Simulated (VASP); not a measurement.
# MgCd4S3 (P-3m1) in VASP: further runs

The runs below take MgCd4S3 through single point, relaxation of shape and atoms at fixed volume, with PBE.

All numbers are computed with VASP 6.6.1; they aren't measurements. Logs are shortened: lines on timing, memory, paths and dates and some standing lists are left out, and cuts for length are marked.

## (1) The cell of the first run

Symmetry: P-3m1, No. 164, trigonal system. Conventional cell: a = 3.895 Å, b = 3.895 Å, c = 14.750 Å, α = 90.00°, β = 90.00°, γ = 120.00°. Within 3.5 Å of Mg (site symmetry -3m) lie 6 S at 2.68 Å. Within 3.6 Å of Cd (site symmetry 3m) lie 1 Cd at 2.72 Å and 3 S at 2.75 Å. Within 3.6 Å of Cd (site symmetry 3m) lie 1 Cd at 2.72 Å and 3 S at 2.76 Å. S (site symmetry -3m) has 6 Cd at 2.75 Å within 3.6 Å. S (site symmetry 3m) has 3 Mg at 2.68 Å and 3 Cd at 2.76 Å within 3.5 Å.

## (2) Single point, PBE (24.22 Å³/atom)

INCAR reads:

```
SYSTEM = MgCd4S3
PREC = Accurate ; ENCUT = 520
EDIFF = 1E-7 ; ISMEAR = 0
SIGMA = 0.02 ; LREAL = .False.
LASPH = .True. ; NELM = 100
ALGO = Normal ; ISIF = 2
LWAVE = .False. ; LCHARG = .False.
GGA = PE ; NBANDS = 44
```

KPOINTS reads:

```
regular mesh
0
Gamma
  12 12 2
  0 0 0
```

POSCAR reads:

```
MgCd4S3
1.0
    3.8945225460      0.0000000000      0.0000000000
   -1.9472612730      3.3727554604      0.0000000000
    0.0000000000      0.0000000000     14.7496782429
Mg Cd S
1 4 3
Direct
    0.0000000000      0.0000000000      0.0000000000
    0.6666666667      0.3333333333      0.3923187006
    0.3333333333      0.6666666667      0.6076812994
    0.6666666667      0.3333333333      0.2080764031
    0.3333333333      0.6666666667      0.7919235969
    0.0000000000      0.0000000000      0.5000000000
    0.3333333333      0.6666666667      0.0992371999
    0.6666666667      0.3333333333      0.9007628001
```

Potentials or basis: VASP PAW PBE potentials, release 64 (Mg, Cd, S).

Run with:

```
$ cat potpaw_PBE.64/Mg/POTCAR potpaw_PBE.64/Cd/POTCAR potpaw_PBE.64/S/POTCAR > POTCAR
$ mpirun -np 1 vasp_std > vasp.out
```

OUTCAR:

```text
SYSTEM = MgCd4S3
   PREC = Accurate
   ENCUT = 520
   EDIFF = 1E-7
   ISMEAR = 0
   LREAL = .False.
   LASPH = .True.
   NELM = 100
   ISIF = 2
   GGA = PE

 ion  position               nearest neighbor table
   1  0.000  0.000  0.000-   7 2.68   8 2.68   7 2.68   8 2.68   8 2.68   7 2.68
   2  0.667  0.333  0.392-   4 2.72   6 2.75   6 2.75   6 2.75
   3  0.333  0.667  0.608-   5 2.72   6 2.75   6 2.75   6 2.75
   4  0.667  0.333  0.208-   2 2.72   7 2.76   7 2.76   7 2.76
   5  0.333  0.667  0.792-   3 2.72   8 2.76   8 2.76   8 2.76
   6  0.000  0.000  0.500-   2 2.75   3 2.75   3 2.75   2 2.75   2 2.75   3 2.75
   7  0.333  0.667  0.099-   1 2.68   1 2.68   1 2.68   4 2.76   4 2.76   4 2.76
   8  0.667  0.333  0.901-   1 2.68   1 2.68   1 2.68   5 2.76   5 2.76   5 2.76

  LATTYP: Found a hexagonal cell.
 ALAT       =     3.8945225460
 C/A-ratio  =     3.7872879329

  Lattice vectors:

 A1 = (   3.8945225460,   0.0000000000,   0.0000000000)
 A2 = (  -1.9472612730,   3.3727554604,   0.0000000000)
 A3 = (   0.0000000000,   0.0000000000,  14.7496782429)

Analysis of symmetry for initial positions (statically):
=====================================================================
 Subroutine PRICEL returns:
 Original cell was already a primitive cell.

 Routine SETGRP: Setting up the symmetry group for a
 hexagonal supercell.

 Subroutine GETGRP returns: Found 12 space group operations
 (whereof 12 operations were pure point group operations)
 out of a pool of 24 trial point group operations.

The static configuration has the point symmetry D_3d.

Analysis of symmetry for dynamics (positions and initial velocities):
=====================================================================
 Subroutine PRICEL returns:
 Original cell was already a primitive cell.

 Routine SETGRP: Setting up the symmetry group for a
 hexagonal supercell.

 Subroutine GETGRP returns: Found 12 space group operations
 (whereof 12 operations were pure point group operations)
 out of a pool of 24 trial point group operations.

The dynamic configuration has the point symmetry D_3d.

 Subroutine INISYM returns: Found 12 space group operations
 (whereof 12 operations are pure point group operations),
 and found     1 'primitive' translations

----------------------------------------------------------------------------------------

                                     Primitive cell

  volume of cell :     193.7410

  direct lattice vectors                    reciprocal lattice vectors
     3.894522546  0.000000000  0.000000000     0.256770885  0.148246739  0.000000000
    -1.947261273  3.372755460  0.000000000     0.000000000  0.296493479  0.000000000
     0.000000000  0.000000000 14.749678243     0.000000000  0.000000000  0.067798089

  length of vectors
     3.894522546  3.894522546 14.749678243     0.296493479  0.296493479  0.067798089

  position of ions in fractional coordinates (direct lattice)
     0.000000000  0.000000000  0.000000000
     0.666666667  0.333333333  0.392318701
     0.333333333  0.666666667  0.607681299
     0.666666667  0.333333333  0.208076403
     0.333333333  0.666666667  0.791923597
     0.000000000  0.000000000  0.500000000
     0.333333333  0.666666667  0.099237200
     0.666666667  0.333333333  0.900762800

  ion indices of the primitive-cell ions
   primitive index   ion index
                 1           1
                 2           2
                 3           3
                 4           4
                 5           5
                 6           6
                 7           7
                 8           8

----------------------------------------------------------------------------------------

 KPOINTS: regular mesh

Automatic generation of k-mesh.
 Grid dimensions read from file:
 generate k-points for:   12   12    2

 Generating k-lattice:

  Cartesian coordinates                     Fractional coordinates (reciprocal lattice)
     0.021397574  0.012353895  0.000000000     0.083333333  0.000000000  0.000000000
     0.000000000  0.024707790  0.000000000     0.000000000  0.083333333  0.000000000
     0.000000000  0.000000000  0.033899045     0.000000000  0.000000000  0.500000000

  Length of vectors
     0.024707790  0.024707790  0.033899045

  Shift w.r.t. Gamma in fractional coordinates (k-lattice)
     0.000000000  0.000000000  0.000000000

 Subroutine IBZKPT returns following result:
 ===========================================

 Found     38 irreducible k-points:

 Following reciprocal coordinates:
            Coordinates               Weight
  0.000000  0.000000  0.000000      1.000000
  0.083333  0.000000  0.000000      6.000000
  0.166667  0.000000  0.000000      6.000000
  0.250000  0.000000  0.000000      6.000000
  0.333333  0.000000  0.000000      6.000000
  0.416667  0.000000  0.000000      6.000000
[... 16 lines left out ...]
  0.250000  0.000000  0.500000      6.000000
  0.333333  0.000000  0.500000      6.000000
 [... further k-points ...]
   k-points           NKPTS =     38   k-points in BZ     NKDIM =     38   number of bands    NBANDS=     44
   number of dos      NEDOS =    301   number of ions     NIONS =      8
   total plane-waves  NPLWV = 100800
   dimension x,y,z NGX =    30 NGY =   30 NGZ =  112
   dimension x,y,z NGXF=    60 NGYF=   60 NGZF=  224
   ions per type =               1   4   3
   NGX,Y,Z   is equivalent  to a cutoff of  12.81, 12.81, 12.62 a.u.
   NGXF,Y,Z  is equivalent  to a cutoff of  25.61, 25.61, 25.25 a.u.
 SYSTEM =  MgCd4S3
   PREC   = accura    normal or accurate (medium, high low for compatibility)
   ISTART =      0    job   : 0-new  1-cont  2-samecut
   ICHARG =      2    charge: 1-file 2-atom 10-const
   ISPIN  =      1    spin polarized calculation?
   LNONCOLLINEAR =      F non collinear calculations
   LSORBIT =      F    spin-orbit coupling
   LASPH  =      T    aspherical Exc in radial PAW
   ENCUT  =  520.0 eV  38.22 Ry    6.18 a.u.   7.24  7.24 27.42*2*pi/ulx,y,z
   NELM   =    100;   NELMIN=  2; NELMDL= -5     # of ELM steps
   EDIFF  = 0.1E-06   stopping-criterion for ELM
   LREAL  =      F    real-space projection
   EDIFFG = 0.1E-05   stopping-criterion for IOM
   NSW    =      0    number of steps for IOM
   IBRION =     -1    ionic relax: 0-MD 1-quasi-New 2-CG
   NFREE  =      0    steps in history (QN), initial steepest desc. (CG)
   ISIF   =      2    stress and relaxation
   ISYM   =      2    0-nonsym 1-usesym 2-fastsym
   POTIM  = 0.5000    time-step for ionic-motion
   TEBEG  =    0.0;   TEEND  =   0.0 temperature during run
   PSTRESS=    0.0 pullay stress
   NELECT =      68.0000    total number of electrons
   NUPDOWN=      -1.0000    fix difference up-down
   EMIN   =  10.00;   EMAX   =-10.00  energy-range for DOS
   EFERMI =   0.00;   METHOD = LEGACY
   ISMEAR =     0;   SIGMA  =   0.02  broadening in eV -4-tet -1-fermi 0-gaus
   EFERMI_NEDOS =   21; number of points for ismear=-14 and -15
   IALGO  =     38    algorithm
   IMIX   =      4    mixing-type and parameters
     AMIX     =   0.40;   BMIX     =  1.00
     AMIX_MAG =   1.60;   BMIX_MAG =  1.00
  volume/ion in A,a.u.               =      24.22       163.43
  Fermi-wavevector in a.u.,A,eV,Ry     =   1.154792  2.182241 18.143989  1.333546
  Thomas-Fermi vector in A             =   2.291426
   LORBIT       =      0    0 simple, 1 ext, 2 COOP (PROOUT), +10 PAW based schemes
   GGA     = PE    functional components
   LHFCALC =     F    Hartree Fock is set to
   AEXX    =    0.0000 exact exchange contribution
   IVDW    =     0    specifies the selected vdW correction
   LEPSILON=     F    determine dielectric tensor
   LRPA    =     F    only Hartree local field effects (RPA)
 non-spin polarized calculation
 Gauss-broadening in eV      SIGMA  =   0.02
  energy-cutoff  :      520.00
  volume of cell :      193.74
 maximum number of plane-waves:      5256
 NGX is ok and might be reduce to    30
   NGX = 15   NGY = 15   NGZ = 55

 number of electron      68.0000003 magnetization

 Free energy of the ion-electron system (eV)
  ---------------------------------------------------
  ext. energy  EPLUGINS =         0.00000000
  ---------------------------------------------------
  free energy    TOTEN  =       -21.43965363 eV

  energy without entropy =      -21.43965363  energy(sigma->0) =      -21.43965363

 E-fermi :   1.8705     XC(G=0):  -9.3895

 val. band max:        1.7547369716   @ k =   0.4167   0.1667   0.0000
 cond. band min:       2.5372731181   @ k =   0.0000   0.0000   0.0000
 fundamental gap:      0.7825361465
 Fermi energy:         1.8704524652

 k-point     1 :       0.0000    0.0000    0.0000
  band No.  band energies     occupation
      1     -10.9765      2.00000
      2     -10.7613      2.00000
      3     -10.3651      2.00000
      4      -6.4383      2.00000
      5      -6.4306      2.00000
      6      -6.1122      2.00000
[... 36 lines left out ...]
     43       8.1974      0.00000
     44       9.1034      0.00000

 k-point     2 :       0.0833    0.0000    0.0000
  band No.  band energies     occupation
      1     -10.9359      2.00000
      2     -10.7311      2.00000
      3     -10.3396      2.00000
      4      -6.4337      2.00000
      5      -6.4277      2.00000
      6      -6.1192      2.00000
[... 36 lines left out ...]
     43       8.2988      0.00000
     44       8.6755      0.00000

 k-point     3 :       0.1667    0.0000    0.0000
  band No.  band energies     occupation
      1     -10.8204      2.00000
      2     -10.6471      2.00000
      3     -10.2701      2.00000
      4      -6.4232      2.00000
      5      -6.4204      2.00000
      6      -6.1349      2.00000
[... 36 lines left out ...]
     43       8.2153      0.00000
     44       8.4976      0.00000

 k-point     4 :       0.2500    0.0000    0.0000
  band No.  band energies     occupation
      1     -10.6491      2.00000
      2     -10.5288      2.00000
      3     -10.1769      2.00000
      4      -6.4156      2.00000
      5      -6.4081      2.00000
      6      -6.1547      2.00000
[... 882 lines left out ...]
     43       8.1274      0.00000
     44       8.5210      0.00000

 k-point    23 :       0.2500    0.0000    0.5000
  band No.  band energies     occupation
      1     -10.6488      2.00000
      2     -10.5293      2.00000
      3     -10.1768      2.00000
      4      -6.4168      2.00000
      5      -6.4081      2.00000
      6      -6.1538      2.00000
[... 36 lines left out ...]
     43       8.0317      0.00000
     44       8.0733      0.00000

 k-point    24 :       0.3333    0.0000    0.5000
  band No.  band energies     occupation
      1     -10.4547      2.00000
      2     -10.4064      2.00000
      3     -10.0913      2.00000
      4      -6.4106      2.00000
      5      -6.3982      2.00000
      6      -6.1729      2.00000
[... 36 lines left out ...]
     43       7.8475      0.00000
     44       8.3347      0.00000

 [... further k-points ...]
[... 5 lines left out ...]
  --------------------------------------------------------------------------------------
  -------------------------------------------------------------------------------------
  Total       -1.4607525     -1.4607525     -1.3112966      0.0000000      0.0000000      0.0000000
  in kB      -12.0799625    -12.0799625    -10.8440099      0.0000000      0.0000000      0.0000000
  external PRESSURE =     -11.6679783 kB  Pullay stress =       0.0000000 kB

 VOLUME and BASIS-vectors are now :
 -----------------------------------------------------------------------------
  energy-cutoff  :      520.00
  volume of cell :      193.74
      direct lattice vectors                 reciprocal lattice vectors
     3.894522546  0.000000000  0.000000000     0.256770885  0.148246739  0.000000000
    -1.947261273  3.372755460  0.000000000     0.000000000  0.296493479  0.000000000
     0.000000000  0.000000000 14.749678243     0.000000000  0.000000000  0.067798089

 POSITION                                       TOTAL-FORCE (eV/Angst)
 -----------------------------------------------------------------------------------
      0.00000      0.00000      0.00000         0.000000      0.000000      0.000000
      1.94726      1.12425      5.78657        -0.000000      0.000000     -0.004600
     -0.00000      2.24850      8.96310         0.000000      0.000000      0.004600
      1.94726      1.12425      3.06906        -0.000000      0.000000      0.001648
     -0.00000      2.24850     11.68062         0.000000     -0.000000     -0.001648
      0.00000      0.00000      7.37484         0.000000      0.000000      0.000000
     -0.00000      2.24850      1.46372         0.000000     -0.000000     -0.041517
      1.94726      1.12425     13.28596         0.000000      0.000000      0.041517
 -----------------------------------------------------------------------------------
    total drift:                               -0.000000      0.000000      0.000000

  FREE ENERGIE OF THE ION-ELECTRON SYSTEM (eV)
  ---------------------------------------------------
  free  energy   TOTEN  =       -21.4396536258 eV

  energy  without entropy=      -21.4396536258  energy(sigma->0) =      -21.43965363
```

It took 7.2 min on 1 thread of Oxide Virtual Turin-like, shared host; peak memory 0.44 GiB.

Results:

```
Free energy            : -21.4397 eV
Pressure               : -1.2 GPa
Largest force          : 0.042 eV/Å
Band gap on the k mesh : 0.78 eV (least direct gap 0.89 eV)
```

Forces on the atoms (eV/Å):
```
Mg   0.000  0.000  0.000
Cd   0.000  0.000 -0.005
Cd   0.000  0.000  0.005
Cd   0.000  0.000  0.002
Cd   0.000  0.000 -0.002
S    0.000  0.000  0.000
S    0.000  0.000 -0.042
S    0.000  0.000  0.042
```

Levels at points of the mesh, in eV from the valence-band top:
```tsv
k point	band 31	band 32	band 33	band 34	band 35	band 36	band 37	band 38
(0.00, 0.00, 0.00)	-0.83	-0.68	-0.68	-0.11	0.78	2.88	3.04	4.73
(0.50, 0.00, 0.00)	-1.45	-1.38	-1.36	-0.09	1.22	1.92	2.39	3.41
(0.00, 0.00, 0.50)	-0.82	-0.82	-0.69	-0.69	1.65	2.11	3.27	5.09
(0.50, 0.00, 0.50)	-1.49	-1.34	-1.06	-0.57	1.53	2.07	2.33	3.11
```

Caveat: semilocal functionals underestimate gaps, and a narrow one can read as zero.

## (3) Relaxation of shape and atoms at fixed volume, PBE (24.22 Å³/atom)

INCAR reads:

```
SYSTEM = MgCd4S3
PREC = Accurate ; ENCUT = 600
EDIFF = 1E-6 ; ISMEAR = 0
SIGMA = 0.02 ; LREAL = .FALSE.
LASPH = .TRUE. ; NELM = 80
ALGO = Normal ; ISIF = 4
LWAVE = .FALSE. ; LCHARG = .FALSE.
GGA = PE ; IBRION = 2
NSW = 50 ; EDIFFG = -0.01
```

KPOINTS reads:

```
Automatic mesh
0
G
  12 12 2
  0 0 0
```

POSCAR reads:

```
MgCd4S3
1.0
    3.8830544072      0.0000000000      0.0000000000
   -1.9415272036      3.3628237609      0.0000000000
    0.0000000000      0.0000000000     14.8369297329
Mg Cd S
1 4 3
Direct
    0.0000000000      0.0000000000      0.0000000000
    0.6666666667      0.3333333333      0.3919100662
    0.3333333333      0.6666666667      0.6080899338
    0.6666666667      0.3333333333      0.2083766586
    0.3333333333      0.6666666667      0.7916233414
    0.0000000000      0.0000000000      0.5000000000
    0.3333333333      0.6666666667      0.0992124231
    0.6666666667      0.3333333333      0.9007875769
```

Potentials or basis: VASP PAW PBE potentials, release 64 (Mg, Cd, S).

Run with:

```
$ cat potpaw_PBE.64/Mg/POTCAR potpaw_PBE.64/Cd/POTCAR potpaw_PBE.64/S/POTCAR > POTCAR
$ mpirun -np 1 vasp_std > vasp.out
```

Run time: 23 min. Hardware: 1 thread of Oxide Virtual Turin-like, shared host; peak memory 0.54 GiB.

It converged, with:

| Item | Value |
| --- | --- |
| Free energy | -21.4395 eV |
| Energy gained by relaxing | 0.2 meV/atom |
| Ionic steps | 7 |
| Pressure after relaxing | -1.2 GPa |
| Largest force after relaxing | 0.007 eV/Å |
| Band gap on the k mesh | 0.78 eV (least direct gap 0.90 eV) |

Forces on the atoms (eV/Å):
```
Mg   0.000  0.000  0.000
Cd   0.000  0.000 -0.006
Cd   0.000  0.000  0.006
Cd   0.000  0.000 -0.004
Cd   0.000  0.000  0.004
S    0.000  0.000  0.000
S    0.000  0.000 -0.007
S    0.000  0.000  0.007
```

The path:
```
step  energy change (eV)  largest force (eV/Å)  pressure (GPa)  volume (Å³)
   1              0.0000                0.0319           -1.33       193.74
   2             -0.0010                0.0281           -1.29       193.74
   3             -0.0014                0.0431           -1.24       193.74
   4             -0.0016                0.0152           -1.23       193.74
   5             -0.0017                0.0107           -1.23       193.74
   6             -0.0017                0.0103           -1.23       193.74
   7             -0.0017                0.0070           -1.23       193.74
```

Final structure:
```xyz
8
Lattice="3.8926 0.0000 0.0000 -1.9463 3.3711 0.0000 0.0000 0.0000 14.7644" Properties=species:S:1:pos:R:3 pbc="T T T"
Mg   -1.9463    3.3711    0.0000
Cd    1.9463    1.1237    5.7909
Cd    0.0000    2.2474    8.9735
Cd    1.9463    1.1237    3.0711
Cd    0.0000    2.2474   11.6933
S    -1.9463    3.3711    7.3822
S     0.0000    2.2474    1.4597
S     1.9463    1.1237   13.3048
```

Levels at points of the mesh, in eV from the valence-band top:
| k point | band 30 | band 31 | band 32 | band 33 | band 34 | band 35 | band 36 | band 37 | band 38 | band 39 |
| --- | --- | --- | --- | --- | --- | --- | --- | --- | --- | --- |
| (0.00, 0.00, 0.00) | -0.81 | -0.81 | -0.68 | -0.68 | -0.12 | 0.78 | 2.90 | 3.05 | 4.72 | 5.76 |
| (0.50, 0.00, 0.00) | -2.01 | -1.44 | -1.36 | -1.35 | -0.09 | 1.22 | 1.92 | 2.39 | 3.42 | 3.55 |
| (0.00, 0.00, 0.50) | -1.08 | -0.81 | -0.81 | -0.68 | -0.68 | 1.65 | 2.11 | 3.29 | 5.09 | 5.43 |
| (0.50, 0.00, 0.50) | -1.94 | -1.48 | -1.33 | -1.06 | -0.57 | 1.52 | 2.07 | 2.34 | 3.11 | 3.51 |

Caveat: semilocal functionals underestimate gaps, and a narrow one can read as zero.
